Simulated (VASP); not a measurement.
# Ti2Si (R-3m) in VASP: a series of runs, part 2 of 2

VASP 6.6.1. The steps go on from the part before.

### 3 Relaxation of cell and atoms, PBEsol

This run uses another cell than the first one, of 15.25 Å³/atom.

INCAR

```
PREC = Accurate
ENCUT = 600
EDIFF = 1E-6
ISMEAR = 0
SIGMA = 0.1
LREAL = False
LASPH = True
NELM = 60
ALGO = Normal
ISIF = 3
LWAVE = False
LCHARG = False
GGA = PS
IBRION = 2
NSW = 80
EDIFFG = -0.05
```

KPOINTS

```
Automatic mesh
0
Gamma
  6 6 6
```

POSCAR

```
Ti2Si
1.0
    1.6164901702      0.9332810349      5.0544247095
   -1.6164901702      0.9332810349      5.0544247095
    0.0000000000     -1.8665620698      5.0544247095
Ti Si
2 1
Direct
    0.2458180107      0.2458180107      0.2458180107
    0.7541819893      0.7541819893      0.7541819893
    0.5000000000      0.5000000000      0.5000000000
```

Potentials or basis: VASP PAW PBE potentials, release 64 (Ti_sv, Si).

Started as:

```console
$ cat potpaw_PBE.64/Ti_sv/POTCAR potpaw_PBE.64/Si/POTCAR > POTCAR
$ mpirun -np 1 vasp_std > vasp.out
```

OUTCAR:

```text
PREC = Accurate
   ENCUT = 600
   EDIFF = 1E-6
   ISMEAR = 0
   LREAL = False
   LASPH = True
   NELM = 60
   ISIF = 3
   GGA = PS
   IBRION = 2
   NSW = 80
   EDIFFG = -0.05

 ion  position               nearest neighbor table
   1  0.246  0.246  0.246-   3 2.22   3 2.22   3 2.22
   2  0.754  0.754  0.754-   3 2.22   3 2.22   3 2.22
   3  0.500  0.500  0.500-   1 2.22   2 2.22   1 2.22   1 2.22   2 2.22   2 2.22

  LATTYP: Found a trigonal (rhomboedric) cell.
 ALAT       =     5.3880667316
 COS(alpha) =     0.8199843761

  Lattice vectors:

 A1 = (   1.6164901702,   0.9332810349,   5.0544247095)
 A2 = (  -1.6164901702,   0.9332810349,   5.0544247095)
 A3 = (   0.0000000000,  -1.8665620698,   5.0544247095)

Analysis of symmetry for initial positions (statically):
=====================================================================
 Subroutine PRICEL returns:
 Original cell was already a primitive cell.

 Routine SETGRP: Setting up the symmetry group for a
 trigonal (rhombohedral) supercell.

 Subroutine GETGRP returns: Found 12 space group operations
 (whereof 12 operations were pure point group operations)
 out of a pool of 12 trial point group operations.

The static configuration has the point symmetry D_3d.

Analysis of symmetry for dynamics (positions and initial velocities):
=====================================================================
 Subroutine PRICEL returns:
 Original cell was already a primitive cell.

 Routine SETGRP: Setting up the symmetry group for a
 trigonal (rhombohedral) supercell.

 Subroutine GETGRP returns: Found 12 space group operations
 (whereof 12 operations were pure point group operations)
 out of a pool of 12 trial point group operations.

The dynamic configuration has the point symmetry D_3d.

 Subroutine INISYM returns: Found 12 space group operations
 (whereof 12 operations are pure point group operations),
[... 135 lines left out ...]
 NGX is ok and might be reduce to    48
   NGX = 21   NGY = 21   NGZ = 21

--------------------------------------- Ionic step        1  -------------------------------------------

 number of electron      28.0000000 magnetization

 Free energy of the ion-electron system (eV)
  ---------------------------------------------------
  ext. energy  EPLUGINS =         0.00000000
  ---------------------------------------------------
  free energy    TOTEN  =       -21.06031068 eV

  energy without entropy =      -21.05593189  energy(sigma->0) =      -21.05812128

------------------------ aborting loop because EDIFF is reached ----------------------------------------

  FORCE on cell =-STRESS in cart. coord.  units (eV):
  Direction    XX          YY          ZZ          XY          YZ          ZX
  --------------------------------------------------------------------------------------
  -------------------------------------------------------------------------------------
  Total       11.6368769     11.6368769      8.1901069      0.0000000      0.0000000      0.0000000
  in kB      407.5102467    407.5102467    286.8082655      0.0000000      0.0000000      0.0000000
  external PRESSURE =     367.2762529 kB  Pullay stress =       0.0000000 kB
[... 24 lines left out ...]
--------------------------------------- Ionic step        2  -------------------------------------------

 number of electron      28.0000000 magnetization

 E-fermi :   4.7093     XC(G=0):  -9.7240

 val. band max:        4.7046776217   @ k =  -0.1667   0.1667   0.0000
 cond. band min:       4.7271316689   @ k =  -0.1667   0.5000   0.1667
 fundamental gap:      0.0224540472
 Fermi energy:         4.7093132103

 k-point     1 :       0.0000    0.0000    0.0000
  band No.  band energies     occupation
      1     -52.5934      2.00000
      2     -52.5796      2.00000
      3     -28.9367      2.00000
      4     -28.9125      2.00000
      5     -28.9125      2.00000
      6     -28.8877      2.00000
[... 562 lines left out ...]
  FREE ENERGIE OF THE ION-ELECTRON SYSTEM (eV)
  ---------------------------------------------------
  free  energy   TOTEN  =       -22.5950410122 eV

  energy  without entropy=      -22.5854312665  energy(sigma->0) =      -22.59023614

[... ionic steps 4 to 11 ...]

--------------------------------------- Ionic step       12  -------------------------------------------

 number of electron      28.0000000 magnetization

------------------------ aborting loop because EDIFF is reached ----------------------------------------
[... 69 lines left out ...]
--------------------------------------- Ionic step       14  -------------------------------------------

 number of electron      28.0000001 magnetization

 Free energy of the ion-electron system (eV)
  ---------------------------------------------------
  ext. energy  EPLUGINS =         0.00000000
  ---------------------------------------------------
  free energy    TOTEN  =       -23.03196842 eV

  energy without entropy =      -23.02192169  energy(sigma->0) =      -23.02694505

 E-fermi :   7.7910     XC(G=0): -11.2998

 val. band max:        7.7775578977   @ k =  -0.1667   0.1667   0.0000
 cond. band min:       7.7969398442   @ k =   0.1667   0.1667   0.0000
 fundamental gap:      0.0193819465
 Fermi energy:         7.7910046278

 k-point     1 :       0.0000    0.0000    0.0000
  band No.  band energies     occupation
      1     -48.5894      2.00000
      2     -48.4987      2.00000
      3     -25.0895      2.00000
      4     -24.9593      2.00000
      5     -24.9593      2.00000
      6     -24.8336      2.00000
[... 525 lines left out ...]
  FREE ENERGIE OF THE ION-ELECTRON SYSTEM (eV)
  ---------------------------------------------------
  free  energy   TOTEN  =       -23.0319684184 eV

  energy  without entropy=      -23.0219216888  energy(sigma->0) =      -23.02694505

 reached required accuracy - stopping structural energy minimisation
```

Wall time 11 min (1 thread of AMD EPYC 9R45 (Zen 5), shared host); peak memory 0.33 GiB.

What came out:

```yaml
Free_energy: -23.0320 eV
Relaxed_volume: 16.83 Å³/atom
Relaxed_cell: a = 5.147 Å, b = 5.147 Å, c = 5.147 Å, α = 39.87°, β = 39.87°, γ = 39.87°
Space_group_after_relaxing_to_0.1_Å: R-3m (No. 166)
Energy_gained_by_relaxing: 657.2 meV/atom
Ionic_steps: 14
Pressure_after_relaxing: 0.2 GPa
Largest_force_after_relaxing: 0.050 eV/Å
Band_gap_on_the_k_mesh: zero (bands 14 and 15 overlap by 0.45 eV)
```

Forces in eV/Å, atoms in the order of the input:
```
Ti   0.000  0.000  0.050
Ti   0.000  0.000 -0.050
Si   0.000  0.000  0.000
```

Step by step:
```
step  energy change (eV)  largest force (eV/Å)  pressure (GPa)  volume (Å³)
   1              0.0000                5.3541           36.73        45.75
   2              0.0887                0.8812          -20.71        72.97
   3             -1.5347                0.8477           -6.08        56.59
   4             -1.5438                1.0146           -4.54        55.85
   5             -1.5446                1.1011           -3.73        55.48
   6             -1.7536                1.0121           -2.19        53.22
   7             -1.9373                0.0206            5.08        48.36
   8             -1.9471                0.4175            2.69        49.55
   9             -1.9495                0.2906            3.40        49.16
  10             -1.9432                0.6517           -2.48        51.24
  11             -1.9671                0.1541            0.53        50.11
  12             -1.9703                0.0499           -0.11        50.49
  13             -1.9707                0.0034           -0.34        50.67
  14             -1.9717                0.0496            0.18        50.49
```

Final structure:
```yaml
crystal:
  lattice:
    - [1.75510, 1.01331, 4.73130]
    - [-1.75510, 1.01331, 4.73130]
    - [0.00000, -2.02661, 4.73130]
  atoms:
    - { symbol: Ti, position: [0.26344, 0.26344, 0.26344] }
    - { symbol: Ti, position: [0.73656, 0.73656, 0.73656] }
    - { symbol: Si, position: [0.50000, 0.50000, 0.50000] }
```

Caveat: the k points lie up to 0.35 Å⁻¹ apart in the final cell; the PAW data sets were made with another functional, which shifts forces and pressure a little; the relaxation stopped at a loose force limit of 0.05 eV/Å, so its end isn't a converged minimum.

### 4 Single point, PBEsol

This run uses another cell than the first one, of 16.86 Å³/atom.

INCAR

```
SYSTEM = Ti2Si
  PREC = Accurate
  ENCUT = 520
  EDIFF = 1E-6
  ISMEAR = 0
  SIGMA = 0.1
  LREAL = .False.
  LASPH = .True.
  NELM = 100
  ALGO = Fast
  ISIF = 2
  LWAVE = .False.
  LCHARG = .False.
  GGA = PS
  NBANDS = 21
```

KPOINTS

```
Automatic mesh
0
Gamma
  12 12 12
  0 0 0
```

POSCAR

```
Ti2Si
1.0
    1.7638443616      1.0183560170      4.6924440863
   -1.7638443616      1.0183560170      4.6924440863
    0.0000000000     -2.0367120339      4.6924440863
Ti Si
2 1
Direct
    0.2633956638      0.2633956638      0.2633956638
    0.7366043362      0.7366043362      0.7366043362
    0.5000000000      0.5000000000      0.5000000000
```

Started as:

```console
$ cat potpaw_PBE.64/Ti_sv/POTCAR potpaw_PBE.64/Si/POTCAR > POTCAR
$ mpirun -np 1 vasp_std > vasp.out
```

Wall time 12 min (1 thread of AMD EPYC 9R45 (Zen 5), shared host); peak memory 0.34 GiB.

Results (log left out):

```
Free energy            : -23.0428 eV
Pressure               : 0.1 GPa
Largest force          : 0.018 eV/Å
Band gap on the k mesh : zero (bands 14 and 15 overlap by 0.49 eV)
```

Forces on the atoms (eV/Å):
```
Ti   0.000  0.000  0.018
Ti   0.000  0.000 -0.018
Si   0.000  0.000  0.000
```

Levels at points of the mesh, in eV from the Fermi level:
```
           k point  band 10  band 11  band 12  band 13  band 14  band 15  band 16  band 17  band 18  band 19
(0.00, 0.00, 0.00)    -3.57    -1.19    -1.19    -0.74    -0.21    -0.21     1.61     1.61     2.18     3.00
(0.50, 0.00, 0.00)    -3.88    -2.26    -1.06    -0.93    -0.62     0.74     0.94     1.96     2.43     2.46
(0.50, 0.50, 0.00)    -4.22    -2.10    -1.52    -1.17    -0.96     1.62     1.86     1.98     2.47     2.53
(0.50, 0.50, 0.50)    -5.00    -0.63    -0.43    -0.43     0.21     0.21     0.83     0.83     1.52     1.52
```

Caveat: the PAW data sets were made with another functional, which shifts forces and pressure a little.

### 5 Relaxation of cell and atoms, PBEsol

INCAR

```
PREC     = Accurate       # precision mode
ENCUT    = 600            # plane-wave cutoff, eV
EDIFF    = 1E-7           # SCF threshold, eV
ISMEAR   = 0              # smearing method
SIGMA    = 0.1            # smearing width, eV
LREAL    = F              # projectors in reciprocal space
LASPH    = T              # aspherical terms in the spheres
NELM     = 60             # most SCF steps
ALGO     = Fast           # electronic algorithm
ISIF     = 3              # what is computed and relaxed
LWAVE    = F              # write WAVECAR
LCHARG   = F              # write CHGCAR
GGA      = PS             # functional
IBRION   = 2              # ionic algorithm
NSW      = 80             # ionic steps
EDIFFG   = -0.01          # ionic threshold
```

KPOINTS

```
Automatic mesh
0
Gamma
  12 12 12
```

POSCAR

```
Ti2Si
1.0
    1.7553081253      1.0134276187      4.7226330437
   -1.7553081253      1.0134276187      4.7226330437
    0.0000000000     -2.0268552373      4.7226330437
Ti Si
2 1
Direct
    0.2637250410      0.2637250410      0.2637250410
    0.7362749590      0.7362749590      0.7362749590
    0.5000000000      0.5000000000      0.5000000000
```

Started as:

```console
$ cat potpaw_PBE.64/Ti_sv/POTCAR potpaw_PBE.64/Si/POTCAR > POTCAR
$ mpirun -np 1 vasp_std > vasp.out
```

Run time: 73 min. Hardware: 1 thread of AMD EPYC 9R45 (Zen 5), shared host; peak memory 0.4 GiB.

The run converged. Its results:

```
Free energy                           : -23.0427 eV
Relaxed volume                        : 16.87 Å³/atom
Relaxed cell                          : a = 5.118 Å, b = 5.118 Å, c = 5.118 Å, α = 40.32°, β = 40.32°, γ = 40.32°
Space group after relaxing (to 0.1 Å) : R-3m (No. 166)
Energy gained by relaxing             : 0.3 meV/atom
Ionic steps                           : 11
Pressure after relaxing               : 0.0 GPa
Largest force after relaxing          : 0.006 eV/Å
Band gap on the k mesh                : zero (bands 14 and 15 overlap by 0.49 eV)
```

Forces in eV/Å, atoms in the order of the input:
```
Ti   0.000  0.000  0.006
Ti   0.000  0.000 -0.006
Si   0.000  0.000  0.000
```

The path:
```csv
step,energy change (eV),largest force (eV/Å),pressure (GPa),volume (Å³)
1,0.0000,0.0198,0.29,50.41
2,-0.0004,0.0319,-0.18,50.63
3,-0.0004,0.0352,-0.36,50.70
4,-0.0004,0.0348,-0.28,50.66
5,-0.0008,0.0102,-0.16,50.64
6,-0.0009,0.0053,-0.09,50.63
7,-0.0008,0.0344,0.05,50.61
8,-0.0009,0.0098,-0.05,50.63
9,-0.0009,0.0158,-0.05,50.63
10,-0.0009,0.0115,-0.05,50.63
11,-0.0009,0.0060,0.01,50.60
```

Final structure:
```
Ti Si
1.0
     1.76372    1.01829    4.69532
    -1.76372    1.01829    4.69532
     0.00000   -2.03657    4.69532
Ti Si
2 1
Direct
  0.26344 0.26344 0.26344
  0.73656 0.73656 0.73656
  0.50000 0.50000 0.50000
```

Levels at points of the mesh, in eV from the Fermi level:
| k point | band 11 | band 12 | band 13 | band 14 | band 15 | band 16 | band 17 | band 18 |
| --- | --- | --- | --- | --- | --- | --- | --- | --- |
| (0.00, 0.00, 0.00) | -1.19 | -1.19 | -0.75 | -0.21 | -0.21 | 1.61 | 1.61 | 2.18 |
| (0.50, 0.00, 0.00) | -2.26 | -1.07 | -0.93 | -0.62 | 0.73 | 0.94 | 1.96 | 2.42 |
| (0.50, 0.50, 0.00) | -2.10 | -1.52 | -1.17 | -0.96 | 1.62 | 1.85 | 1.97 | 2.46 |
| (0.50, 0.50, 0.50) | -0.64 | -0.43 | -0.43 | 0.20 | 0.20 | 0.83 | 0.83 | 1.53 |

Caveat: the PAW data sets were made with another functional, which shifts forces and pressure a little.

### 6 Overview

| task | cell | k mesh | cutoff (eV) | gap on the mesh (eV) | pressure (GPa) | relaxed volume (Å³/atom) | largest force (eV/Å) |
| --- | --- | --- | --- | --- | --- | --- | --- |
| single point | a = 5.139 Å, angles 39.9°, 3 atoms, atomic positions A | 6 × 6 × 6 | 520 | none | 0.3 | - | 0.02 |
| relaxation of cell and atoms | relaxed from a = 5.388 Å, angles 34.9°, 3 atoms, atomic positions B | 6 × 6 × 6 | 600 | none | 0.2 | 16.83 | 0.05 |
| single point | a = 5.115 Å, angles 40.3°, 3 atoms, atomic positions A | 12 × 12 × 12 | 520 | none | 0.1 | - | 0.02 |
| relaxation of cell and atoms | relaxed from a = 5.139 Å, angles 39.9°, 3 atoms, atomic positions A | 12 × 12 × 12 | 600 | none | 0.0 | 16.87 | 0.01 |

Alike in all rows: level PBEsol; potentials or basis VASP PAW PBE potentials, release 64 (Ti_sv, Si); no spin polarisation; smearing gaussian 0.1 eV.

Caveats: some runs use coarse meshes; the PAW data sets were made with another functional, which shifts forces and pressure a little; the relaxation stopped at a loose force limit of 0.05 eV/Å, so its end isn't a converged minimum (at least some runs).

Absolute energies hang on the potentials; compare differences alone.
